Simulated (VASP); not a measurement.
Write the native input for VASP 6.6.1 that does the following.

```yaml
Task: single point
Functional: PBE
Dispersion: D3(BJ)
Potentials_or_basis: VASP PAW PBE potentials, release 64 (Al)
Cutoff: 520 eV
k_mesh: 18 × 18 × 4
Occupations: gaussian, width 0.15 eV
Spin: no spin polarisation
Dipole_correction: no
Further_INCAR_settings: ALGO = Normal; EDIFF = 1e-07; NBANDS = 14
```

The structure of Al lies in POSCAR:

```
Al
1.0
    2.6568000000      0.0000000000      0.0000000000
   -1.3284000000      2.3008562928      0.0000000000
    0.0000000000      0.0000000000      9.6403000000
Al
4
Direct
    0.0000000000      0.0000000000      0.0000000000
    0.3333333333      0.6666666667      0.2500000000
    0.0000000000      0.0000000000      0.5000000000
    0.6666666667      0.3333333333      0.7500000000
```

This isn't the form of Al at room conditions, which is fcc.

The input as run:

INCAR

```
SYSTEM = Al
ALGO     = Normal         ! electronic algorithm
EDIFF    = 1E-7           ! SCF threshold, eV
ENCUT    = 520            ! plane-wave cutoff, eV
GGA      = PE             ! functional
ISIF     = 2              ! what is computed and relaxed
ISMEAR   = 0              ! smearing method
IVDW     = 12             ! dispersion correction
LASPH    = .True.         ! aspherical terms in the spheres
LCHARG   = .False.        ! write CHGCAR
LREAL    = .False.        ! projectors in reciprocal space
LWAVE    = .False.        ! write WAVECAR
NBANDS   = 14             ! bands
NELM     = 80             ! most SCF steps
PREC     = Accurate       ! precision mode
SIGMA    = 0.15           ! smearing width, eV
```

KPOINTS

```
k-points
0
Gamma
  18 18 4
  0 0 0
```

Potentials or basis: VASP PAW PBE potentials, release 64 (Al).

The run is started by

```bash
$ cat potpaw_PBE.64/Al/POTCAR > POTCAR
$ mpirun -np 1 vasp_std > vasp.out
```

It gave:

| Property | Result |
| --- | --- |
| Pressure | 9.1 GPa |
| Band gap on the k mesh | zero (bands 6 and 7 overlap by 4.20 eV) |
| Dispersion energy per atom | -0.379 eV |

Caveat: the stress differs along the axes, from 0 to 13 GPa.

Run time: 96 s on 1 thread of Intel Xeon 8259CL, on a shared host, peak memory 0.22 GiB.
